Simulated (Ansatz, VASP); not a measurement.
Two plane-wave programs on Ca

```
Ca
1.0
     0.00000    2.67245    2.67245
     2.67245    0.00000    2.67245
     2.67245    2.67245    0.00000
Ca
1
Direct
  0.00000 0.00000 0.00000
```

Alike in both runs: functional LDA; k mesh 20 × 20 × 20; occupations fermi-dirac, width 0.15 eV; no spin polarisation.

Ansatz relaxed the structure, and its values are those at the end. VASP's run is a single point on that final structure, the one shown.

```csv
,VASP,Ansatz
version,VASP 6.6.1,Ansatz 0.2.0
potentials or method,"VASP PAW LDA potentials, release 64 (Ca_sv), cutoff 520 eV","scalar-relativistic, plane waves, PAW"
valence electrons in the cell,10,10
```

|  | VASP | Ansatz | Ansatz less VASP |
| --- | --- | --- | --- |
| gap on the k mesh at the Fermi level (eV) | none | none | - |
| pressure (GPa) | 0.0 | 0.0 | -0.02 |

Ansatz warns that its potentials were made for another functional, while VASP's fit it. LDA's correlation is that of Perdew and Zunger in VASP and of Perdew and Wang (1992) in Ansatz. A gap of «none» marks a metal or a gap that the smearing closes.
